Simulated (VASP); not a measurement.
# Ga2O3 (R-3c) in VASP: notebook

The runs below take Ga2O3 through single point, with PBE.

Everything below comes from runs of VASP 6.6.1. Logs are shortened: lines on timing, memory, paths and dates and some standing lists are left out, and cuts for length are marked.

## (1) The cell of the first run

It takes space group R-3c (No. 167, trigonal). Conventional cell: a = 5.058 Å, b = 5.058 Å, c = 13.624 Å, α = 90.00°, β = 90.00°, γ = 120.00°. Within 2.6 Å of Ga (site symmetry 3) lie 6 O at 1.95 to 2.11 Å. O (site symmetry 2) has 4 Ga at 1.95 to 2.11 Å and 8 O at 2.66 to 2.88 Å within 2.9 Å.

## (2) Single point, PBE

The input, INCAR:

```
  ALGO = Normal
  EDIFF = 1E-6
  ENCUT = 600
  GGA = PE
  GGA_COMPAT = False
  ISIF = 2
  ISMEAR = -1
  LASPH = True
  LCHARG = False
  LREAL = False
  LWAVE = False
  NBANDS = 55
  NELM = 120
  PREC = Accurate
  SIGMA = 0.01
```

The input, KPOINTS:

```
k-points
0
Gamma
  4 4 4
```

The input, POSCAR:

```
Ga2O3
1.0
    2.5289754454      1.4601046710      4.5413080058
   -2.5289754454      1.4601046710      4.5413080058
    0.0000000000     -2.9202092914      4.5413080220
Ga O
4 6
Direct
    0.8556819676      0.8556819676      0.8556819683
    0.6443180316      0.6443180316      0.6443180321
    0.1443180318      0.1443180318      0.1443180319
    0.3556819679      0.3556819679      0.3556819682
    0.7499999997      0.4463101677      0.0536898323
    0.4463101677      0.0536898319      0.7500000000
    0.0536898320      0.7499999997      0.4463101680
    0.2499999998      0.5536898317      0.9463101680
    0.9463101675      0.2499999998      0.5536898322
    0.5536898318      0.9463101675      0.2500000003
```

Potentials or basis: VASP PAW PBE potentials, release 64 (Ga_d, O).

On the command line:

```console
$ cat potpaw_PBE.64/Ga_d/POTCAR potpaw_PBE.64/O/POTCAR > POTCAR
$ mpirun -np 1 vasp_std > vasp.out
```

OUTCAR:

```text
EDIFF = 1E-6
   ENCUT = 600
   GGA = PE
   ISIF = 2
   ISMEAR = -1
   LASPH = True
   LREAL = False
   NELM = 120
   PREC = Accurate

 ion  position               nearest neighbor table
   1  0.856  0.856  0.856-  10 1.95   8 1.95   9 1.95   5 2.11   6 2.11   7 2.11   2 2.88
   2  0.644  0.644  0.644-  10 1.95   8 1.95   9 1.95   6 2.11   5 2.11   7 2.11   1 2.88
   3  0.144  0.144  0.144-   6 1.95   5 1.95   7 1.95   8 2.11  10 2.11   9 2.11   4 2.88
   4  0.356  0.356  0.356-   5 1.95   7 1.95   6 1.95   8 2.11  10 2.11   9 2.11   3 2.88
   5  0.750  0.446  0.054-   4 1.95   3 1.95   1 2.11   2 2.11
   6  0.446  0.054  0.750-   4 1.95   3 1.95   1 2.11   2 2.11
   7  0.054  0.750  0.446-   4 1.95   3 1.95   1 2.11   2 2.11
   8  0.250  0.554  0.946-   2 1.95   1 1.95   3 2.11   4 2.11
   9  0.946  0.250  0.554-   2 1.95   1 1.95   3 2.11   4 2.11
  10  0.554  0.946  0.250-   2 1.95   1 1.95   3 2.11   4 2.11

  LATTYP: Found a trigonal (rhomboedric) cell.
 ALAT       =     5.3991759424
 COS(alpha) =     0.5612023824

  Lattice vectors:

 A1 = (   2.5289754454,   1.4601046710,   4.5413080058)
 A2 = (  -2.5289754454,   1.4601046710,   4.5413080058)
 A3 = (   0.0000000000,  -2.9202092914,   4.5413080220)

Analysis of symmetry for initial positions (statically):
=====================================================================
 Subroutine PRICEL returns:
 Original cell was already a primitive cell.

 Routine SETGRP: Setting up the symmetry group for a
 trigonal (rhombohedral) supercell.

 Subroutine GETGRP returns: Found 12 space group operations
 (whereof  6 operations were pure point group operations)
 out of a pool of 12 trial point group operations.

The static configuration has the point symmetry S_6 .
 The point group associated with its full space group is D_3d.

Analysis of symmetry for dynamics (positions and initial velocities):
=====================================================================
 Subroutine PRICEL returns:
 Original cell was already a primitive cell.

 Routine SETGRP: Setting up the symmetry group for a
 trigonal (rhombohedral) supercell.

 Subroutine GETGRP returns: Found 12 space group operations
 (whereof  6 operations were pure point group operations)
 out of a pool of 12 trial point group operations.

The dynamic configuration has the point symmetry S_6 .
[... 109 lines left out ...]
   NFREE  =      0    steps in history (QN), initial steepest desc. (CG)
   ISIF   =      2    stress and relaxation
   ISYM   =      2    0-nonsym 1-usesym 2-fastsym
   POTIM  = 0.5000    time-step for ionic-motion
   TEBEG  =    0.0;   TEEND  =   0.0 temperature during run
   PSTRESS=    0.0 pullay stress
   NELECT =      88.0000    total number of electrons
   NUPDOWN=      -1.0000    fix difference up-down
   EMIN   =  10.00;   EMAX   =-10.00  energy-range for DOS
   EFERMI =   0.00;   METHOD = LEGACY
   ISMEAR =    -1;   SIGMA  =   0.01  broadening in eV -4-tet -1-fermi 0-gaus
   EFERMI_NEDOS =   21; number of points for ismear=-14 and -15
   IALGO  =     38    algorithm
   IMIX   =      4    mixing-type and parameters
     AMIX     =   0.40;   BMIX     =  1.00
     AMIX_MAG =   1.60;   BMIX_MAG =  1.00
  volume/ion in A,a.u.               =      10.06        67.90
  Fermi-wavevector in a.u.,A,eV,Ry     =   1.565605  2.958564 33.349487  2.451118
  Thomas-Fermi vector in A             =   2.668056
   LORBIT       =      0    0 simple, 1 ext, 2 COOP (PROOUT), +10 PAW based schemes
   GGA     = PE    functional components
   LHFCALC =     F    Hartree Fock is set to
   AEXX    =    0.0000 exact exchange contribution
   IVDW    =     0    specifies the selected vdW correction
   LEPSILON=     F    determine dielectric tensor
   LRPA    =     F    only Hartree local field effects (RPA)
 non-spin polarized calculation
  energy-cutoff  :      600.00
  volume of cell :      100.61
 maximum number of plane-waves:      3378
 NGX is ok and might be reduce to    48
   NGX = 21   NGY = 21   NGZ = 21

 number of electron      88.0000001 magnetization

 Free energy of the ion-electron system (eV)
  ---------------------------------------------------
  ext. energy  EPLUGINS =         0.00000000
  ---------------------------------------------------
  free energy    TOTEN  =       -59.40645212 eV

  energy without entropy =      -59.40645212  energy(sigma->0) =      -59.40645212

 E-fermi :   4.3227     XC(G=0): -11.9610

 val. band max:        4.0631560006   @ k =   0.2500  -0.0000   0.0000
 cond. band min:       6.4929653332   @ k =   0.0000   0.0000   0.0000
 fundamental gap:      2.4298093326
 Fermi energy:         4.3227163780

 k-point     1 :       0.0000    0.0000    0.0000
  band No.  band energies     occupation
      1     -14.5795      2.00000
      2     -12.7256      2.00000
      3     -12.7256      2.00000
      4     -12.6953      2.00000
      5     -12.6807      2.00000
      6     -12.6807      2.00000
[... 743 lines left out ...]
     54      15.3357      0.00000
     55      16.7610      0.00000

------------------------ aborting loop because EDIFF is reached ----------------------------------------

  FORCE on cell =-STRESS in cart. coord.  units (eV):
  Direction    XX          YY          ZZ          XY          YZ          ZX
  --------------------------------------------------------------------------------------
  -------------------------------------------------------------------------------------
  Total        0.4093816      0.4093816      0.4003486      0.0000000     -0.0000000      0.0000000
  in kB        6.5189569      6.5189569      6.3751152      0.0000000     -0.0000000      0.0000000
  external PRESSURE =       6.4710097 kB  Pullay stress =       0.0000000 kB

 VOLUME and BASIS-vectors are now :
 -----------------------------------------------------------------------------
  energy-cutoff  :      600.00
  volume of cell :      100.61
      direct lattice vectors                 reciprocal lattice vectors
     2.528975445  1.460104671  4.541308006     0.197708523  0.114147069  0.073400291
    -2.528975445  1.460104671  4.541308006    -0.197708523  0.114147069  0.073400291
     0.000000000 -2.920209291  4.541308022     0.000000000 -0.228294138  0.073400293

 POSITION                                       TOTAL-FORCE (eV/Angst)
 -----------------------------------------------------------------------------------
      0.00000      0.00000     11.65775        -0.000000      0.000000      0.024933
      0.00000      0.00000      8.77814        -0.000000     -0.000000     -0.024933
      0.00000      0.00000      1.96618        -0.000000     -0.000000     -0.024933
      0.00000      0.00000      4.84578        -0.000000      0.000000      0.024933
      0.76802      1.58995      5.67664        -0.020488      0.035487     -0.000000
      0.99293     -1.46010      5.67664         0.040977      0.000000     -0.000000
     -1.76095     -0.12985      5.67664        -0.020488     -0.035487      0.000000
     -0.76802     -1.58995      7.94729         0.020488     -0.035487      0.000000
      1.76095      0.12985      7.94729         0.020488      0.035487     -0.000000
     -0.99293      1.46010      7.94729        -0.040977      0.000000     -0.000000
 -----------------------------------------------------------------------------------
    total drift:                                0.000001      0.000007      0.000012

  FREE ENERGIE OF THE ION-ELECTRON SYSTEM (eV)
  ---------------------------------------------------
  free  energy   TOTEN  =       -59.4064521176 eV

  energy  without entropy=      -59.4064521176  energy(sigma->0) =      -59.40645212
```

OSZICAR:

```text
N       E                     dE             d eps       ncg     rms          rms(c)
DAV:   1     0.128853033469E+04    0.12885E+04   -0.43458E+04  1709   0.325E+03
DAV:   2     0.222037553820E+03   -0.10665E+04   -0.99668E+03  1470   0.875E+02
DAV:   3    -0.452289390313E+02   -0.26727E+03   -0.26030E+03  1624   0.278E+02
DAV:   4    -0.670876080239E+02   -0.21859E+02   -0.21590E+02  1797   0.846E+01
DAV:   5    -0.679193504182E+02   -0.83174E+00   -0.82991E+00  1852   0.169E+01    0.170E+01
DAV:   6    -0.593365841563E+02    0.85828E+01   -0.29060E+01  2536   0.580E+01    0.476E+00
DAV:   7    -0.594548752987E+02   -0.11829E+00   -0.26482E+00  1599   0.949E+00    0.325E+00
DAV:   8    -0.594345647449E+02    0.20311E-01   -0.46678E-01  2100   0.503E+00    0.127E+00
DAV:   9    -0.594052298087E+02    0.29335E-01   -0.15691E-01  2269   0.432E+00    0.189E-01
DAV:  10    -0.594062848432E+02   -0.10550E-02   -0.10437E-02  1993   0.953E-01    0.509E-02
DAV:  11    -0.594064371117E+02   -0.15227E-03   -0.12494E-03  1693   0.388E-01    0.253E-02
DAV:  12    -0.594064500781E+02   -0.12966E-04   -0.18564E-04  1783   0.118E-01    0.123E-02
DAV:  13    -0.594064524997E+02   -0.24216E-05   -0.22642E-05  1877   0.274E-02    0.395E-03
DAV:  14    -0.594064521176E+02    0.38205E-06   -0.14658E-06  1240   0.105E-02
   1 F= -.59406452E+02 E0= -.59406452E+02  d E =-.282071E-12
```

It took 77 s on 1 thread of Intel Xeon 6975P-C (Granite Rapids), shared host; peak memory 0.34 GiB.

What came out:

| Property | Result |
| --- | --- |
| Free energy | -59.4065 eV |
| Pressure | 0.6 GPa |
| Largest force | 0.041 eV/Å |
| Band gap on the k mesh | 2.43 eV (least direct gap 2.63 eV) |

Forces in eV/Å, atoms in the order of the input:
```
Ga   0.000  0.000  0.025
Ga   0.000  0.000 -0.025
Ga   0.000  0.000 -0.025
Ga   0.000  0.000  0.025
O   -0.020  0.035  0.000
O    0.041  0.000  0.000
O   -0.020 -0.035  0.000
O    0.020 -0.035  0.000
O    0.020  0.035  0.000
O   -0.041  0.000  0.000
```

Levels at points of the mesh, in eV from the valence-band top:
| k point | band 40 | band 41 | band 42 | band 43 | band 44 | band 45 | band 46 | band 47 | band 48 | band 49 |
| --- | --- | --- | --- | --- | --- | --- | --- | --- | --- | --- |
| (0.00, 0.00, 0.00) | -0.28 | -0.28 | -0.27 | -0.20 | -0.20 | 2.43 | 6.34 | 6.61 | 8.56 | 9.83 |
| (0.50, 0.00, 0.00) | -1.13 | -0.89 | -0.89 | -0.11 | -0.11 | 6.04 | 6.04 | 6.41 | 6.41 | 9.67 |
| (0.50, 0.50, 0.00) | -0.94 | -0.79 | -0.66 | -0.22 | -0.11 | 6.16 | 6.37 | 7.27 | 7.30 | 8.50 |
| (0.50, 0.50, 0.50) | -1.38 | -0.26 | -0.26 | -0.26 | -0.26 | 5.51 | 5.51 | 7.51 | 7.51 | 9.25 |

A k mesh can miss the band edges.

(Continued in part 2 of 2.)
